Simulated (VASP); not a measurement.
# Na (I4/mmm) in VASP: single point with PBEsol

Aim: the single point of Na with PBEsol.

Program: VASP 6.6.1. These are calculated values, not measurements. Logs are shortened: lines on timing, memory, paths and dates and some standing lists are left out, and cuts for length are marked.

**1. The cell of the first run**

It takes space group I4/mmm (No. 139, tetragonal). The conventional cell has a = 3.716 Å, b = 3.716 Å, c = 5.449 Å, α = 90.00°, β = 90.00°, γ = 90.00°. Na (site symmetry 4/mmm) has 12 Na at 3.72 to 3.78 Å within 4.9 Å.

**2. Single point, PBEsol**

INCAR reads:

```
SYSTEM = Na
PREC     = Accurate       ! precision mode
ENCUT    = 520            ! plane-wave cutoff, eV
EDIFF    = 1E-7           ! SCF threshold, eV
ISMEAR   = 0              ! smearing method
SIGMA    = 0.15           ! smearing width, eV
LREAL    = .FALSE.        ! projectors in reciprocal space
LASPH    = .TRUE.         ! aspherical terms in the spheres
NELM     = 80             ! most SCF steps
ALGO     = Fast           ! electronic algorithm
ISIF     = 2              ! what is computed and relaxed
LWAVE    = .FALSE.        ! write WAVECAR
LCHARG   = .FALSE.        ! write CHGCAR
GGA      = PS             ! functional
NBANDS   = 10             ! bands
```

KPOINTS reads:

```
regular mesh
0
G
  20 20 20
  0 0 0
```

POSCAR reads:

```
Na
1.0
   -1.8578294455      1.8578294455      2.7244691458
    1.8578294455     -1.8578294455      2.7244691458
    1.8578294455      1.8578294455     -2.7244691458
Na
1
Direct
    0.0000000000      0.0000000000      0.0000000000
```

Potentials or basis: VASP PAW PBE potentials, release 64 (Na_pv).

Command:

```bash
$ cat potpaw_PBE.64/Na_pv/POTCAR > POTCAR
$ mpirun -np 1 vasp_std > vasp.out
```

OUTCAR:

```text
SYSTEM = Na
   PREC = Accurate
   ENCUT = 520
   EDIFF = 1E-7
   ISMEAR = 0
   LREAL = .FALSE.
   LASPH = .TRUE.
   NELM = 80
   ISIF = 2
   GGA = PS

 ion  position               nearest neighbor table
   1  0.000  0.000  0.000-

  LATTYP: Found a body centered tetragonal cell.
 ALAT       =     3.7156588910
 C/A-ratio  =     1.4664796881

  Lattice vectors:

 A1 = (  -1.8578294455,   1.8578294455,   2.7244691458)
 A2 = (   1.8578294455,  -1.8578294455,   2.7244691458)
 A3 = (   1.8578294455,   1.8578294455,  -2.7244691458)

Analysis of symmetry for initial positions (statically):
=====================================================================
 Subroutine PRICEL returns:
 Original cell was already a primitive cell.

 Routine SETGRP: Setting up the symmetry group for a
 body centered tetragonal supercell.

 Subroutine GETGRP returns: Found 16 space group operations
 (whereof 16 operations were pure point group operations)
 out of a pool of 16 trial point group operations.

The static configuration has the point symmetry D_4h.

Analysis of symmetry for dynamics (positions and initial velocities):
=====================================================================
 Subroutine PRICEL returns:
 Original cell was already a primitive cell.

 Routine SETGRP: Setting up the symmetry group for a
 body centered tetragonal supercell.

 Subroutine GETGRP returns: Found 16 space group operations
 (whereof 16 operations were pure point group operations)
 out of a pool of 16 trial point group operations.

The dynamic configuration has the point symmetry D_4h.

 Subroutine INISYM returns: Found 16 space group operations
 (whereof 16 operations are pure point group operations),
 and found     1 'primitive' translations

----------------------------------------------------------------------------------------

                                     Primitive cell

  volume of cell :      37.6144

  direct lattice vectors                    reciprocal lattice vectors
    -1.857829445  1.857829445  2.724469146     0.000000000  0.269131271  0.183521990
     1.857829445 -1.857829445  2.724469146     0.269131271  0.000000000  0.183521990
     1.857829445  1.857829445 -2.724469146     0.269131271  0.269131271  0.000000000

  length of vectors
     3.784942882  3.784942882  3.784942882     0.325748311  0.325748311  0.380609094

[... 77 lines left out ...]
   NELM   =     80;   NELMIN=  2; NELMDL= -5     # of ELM steps
   EDIFF  = 0.1E-06   stopping-criterion for ELM
   LREAL  =      F    real-space projection
   EDIFFG = 0.1E-05   stopping-criterion for IOM
   NSW    =      0    number of steps for IOM
   IBRION =     -1    ionic relax: 0-MD 1-quasi-New 2-CG
   NFREE  =      0    steps in history (QN), initial steepest desc. (CG)
   ISIF   =      2    stress and relaxation
   ISYM   =      2    0-nonsym 1-usesym 2-fastsym
   POTIM  = 0.5000    time-step for ionic-motion
   TEBEG  =    0.0;   TEEND  =   0.0 temperature during run
   PSTRESS=    0.0 pullay stress
   NELECT =       7.0000    total number of electrons
   NUPDOWN=      -1.0000    fix difference up-down
   EMIN   =  10.00;   EMAX   =-10.00  energy-range for DOS
   EFERMI =   0.00;   METHOD = LEGACY
   ISMEAR =     0;   SIGMA  =   0.15  broadening in eV -4-tet -1-fermi 0-gaus
   EFERMI_NEDOS =   21; number of points for ismear=-14 and -15
   IALGO  =     68    algorithm
   IMIX   =      4    mixing-type and parameters
     AMIX     =   0.40;   BMIX     =  1.00
     AMIX_MAG =   1.60;   BMIX_MAG =  1.00
  volume/ion in A,a.u.               =      37.61       253.83
  Fermi-wavevector in a.u.,A,eV,Ry     =   0.934666  1.766262 11.886050  0.873600
  Thomas-Fermi vector in A             =   2.061494
   LORBIT       =      0    0 simple, 1 ext, 2 COOP (PROOUT), +10 PAW based schemes
   GGA     = PS    functional components
   LHFCALC =     F    Hartree Fock is set to
   AEXX    =    0.0000 exact exchange contribution
   IVDW    =     0    specifies the selected vdW correction
   LEPSILON=     F    determine dielectric tensor
   LRPA    =     F    only Hartree local field effects (RPA)
 non-spin polarized calculation
 RMM-DIIS sequential band-by-band and
 Gauss-broadening in eV      SIGMA  =   0.15
  energy-cutoff  :      520.00
  volume of cell :       37.61
 maximum number of plane-waves:      1038
   NGX = 13   NGY = 13   NGZ = 13

 number of electron       6.9999990 magnetization

 Free energy of the ion-electron system (eV)
  ---------------------------------------------------
  ext. energy  EPLUGINS =         0.00000000
  ---------------------------------------------------
  free energy    TOTEN  =        -1.40123976 eV

  energy without entropy =       -1.39558636  energy(sigma->0) =       -1.39841306

 E-fermi :   0.2744     XC(G=0):  -6.4625

 val. band max:        0.2657173781   @ k =  -0.4000  -0.4000   0.4000
 cond. band min:       0.2792178297   @ k =  -0.3000  -0.3500   0.1000
 fundamental gap:      0.0135004516
 Fermi energy:         0.2744360150

 k-point     1 :       0.0000    0.0000    0.0000
  band No.  band energies     occupation
      1     -24.5290      2.00000
      2     -24.5290      2.00000
      3     -24.5288      2.00000
      4      -2.9834      2.00000
      5      11.1930      0.00000
      6      11.3224      0.00000
      7      11.3224      0.00000
      8      12.3604      0.00000
      9      12.8176      0.00000
     10      12.8217      0.00000
[... 287 lines left out ...]
 k-point    24 :      -0.3500    0.0500   -0.0000
  band No.  band energies     occupation
      1     -24.5544      2.00000
      2     -24.5335      2.00000
      3     -24.5321      2.00000
      4      -1.1365      2.00000
      5       4.0057      0.00000
      6       9.5836      0.00000
      7      10.1622      0.00000
      8      11.4872      0.00000
      9      12.2086      0.00000
     10      12.6325      0.00000

 [... further k-points ...]
[... 5 lines left out ...]
  --------------------------------------------------------------------------------------
  -------------------------------------------------------------------------------------
  Total       -0.0488408     -0.0488408     -0.0671512      0.0000000      0.0000000      0.0000000
  in kB       -2.0803645     -2.0803645     -2.8602963      0.0000000      0.0000000      0.0000000
  external PRESSURE =      -2.3403418 kB  Pullay stress =       0.0000000 kB

 VOLUME and BASIS-vectors are now :
 -----------------------------------------------------------------------------
  energy-cutoff  :      520.00
  volume of cell :       37.61
      direct lattice vectors                 reciprocal lattice vectors
    -1.857829445  1.857829445  2.724469146     0.000000000  0.269131271  0.183521990
     1.857829445 -1.857829445  2.724469146     0.269131271  0.000000000  0.183521990
     1.857829445  1.857829445 -2.724469146     0.269131271  0.269131271  0.000000000

 POSITION                                       TOTAL-FORCE (eV/Angst)
 -----------------------------------------------------------------------------------
      0.00000      0.00000      0.00000         0.000000      0.000000      0.000000
 -----------------------------------------------------------------------------------
    total drift:                               -0.000000     -0.000000     -0.000000

  FREE ENERGIE OF THE ION-ELECTRON SYSTEM (eV)
  ---------------------------------------------------
  free  energy   TOTEN  =        -1.4012397561 eV

  energy  without entropy=       -1.3955863568  energy(sigma->0) =       -1.39841306
```

OSZICAR:

```text
N       E                     dE             d eps       ncg     rms          rms(c)
DAV:   1     0.274041697849E+02    0.27404E+02   -0.37676E+03 12838   0.578E+02
DAV:   2    -0.794281022980E+00   -0.28198E+02   -0.28060E+02 13242   0.147E+02
DAV:   3    -0.139832216109E+01   -0.60404E+00   -0.60347E+00 15388   0.236E+01
DAV:   4    -0.140333425570E+01   -0.50121E-02   -0.50116E-02 15032   0.211E+00
DAV:   5    -0.140340428259E+01   -0.70027E-04   -0.70026E-04 14680   0.248E-01    0.233E-01
RMM:   6    -0.140176401053E+01    0.16403E-02   -0.15990E-03 17352   0.528E-01    0.141E-01
RMM:   7    -0.140127333392E+01    0.49068E-03   -0.13861E-03 17792   0.430E-01    0.450E-02
RMM:   8    -0.140123156484E+01    0.41769E-04   -0.28855E-04 17509   0.307E-01    0.304E-03
RMM:   9    -0.140123857595E+01   -0.70111E-05   -0.64649E-05 19489   0.100E-01    0.311E-03
RMM:  10    -0.140123939289E+01   -0.81694E-06   -0.14229E-05 18611   0.645E-02    0.214E-03
RMM:  11    -0.140123971480E+01   -0.32191E-06   -0.41499E-06 18838   0.248E-02    0.131E-03
RMM:  12    -0.140123970679E+01    0.80131E-08   -0.12660E-06 16830   0.198E-02    0.154E-04
RMM:  13    -0.140123975610E+01   -0.49308E-07   -0.42032E-07 11406   0.855E-03
   1 F= -.14012398E+01 E0= -.13984131E+01  d E =-.565340E-02
```

stdout:

```text
POSCAR found type information on POSCAR Na
 POSCAR found :  1 types and       1 ions
 scaLAPACK will be used
 -----------------------------------------------------------------------------
|                                                                             |
|                                                                             |
|     You enforced a specific xc type in the INCAR file but a different       |
|     I HOPE YOU KNOW WHAT YOU ARE DOING!                                     |
|                                                                             |
 -----------------------------------------------------------------------------

 LDA part: xc-table for (Slater+PW92), standard interpolation
 POSCAR, INCAR and KPOINTS ok, starting setup
 FFT: planning ... GRIDC
 FFT: planning ... GRID_SOFT
 FFT: planning ... GRID
 WAVECAR not read
 entering main loop
WARNING in EDDRMM: call to ZHEGV failed, returncode =   6  3      9
WARNING in EDDRMM: call to ZHEGV failed, returncode =   8  4      9
WARNING in EDDRMM: call to ZHEGV failed, returncode =   8  4      9
WARNING in EDDRMM: call to ZHEGV failed, returncode =   6  3      9
WARNING in EDDRMM: call to ZHEGV failed, returncode =   8  4      9
WARNING in EDDRMM: call to ZHEGV failed, returncode =   6  3      8
WARNING in EDDRMM: call to ZHEGV failed, returncode =   6  3      5
WARNING in EDDRMM: call to ZHEGV failed, returncode =   8  4      9
WARNING in EDDRMM: call to ZHEGV failed, returncode =   8  4     10
WARNING in EDDRMM: call to ZHEGV failed, returncode =   8  4     10
```

Run time: 2.4 min. Hardware: 1 thread of Intel Xeon Platinum 8488C (Sapphire Rapids), shared host; peak memory 0.3 GiB.

What came out:

- Free energy: -1.4012 eV
- Pressure: -0.2 GPa

Stress tensor (GPa, compression positive):
```
-0.21  0.00  0.00
 0.00 -0.21  0.00
 0.00  0.00 -0.29
```

Caveat: the PAW data sets were made with another functional, which shifts forces and pressure a little.
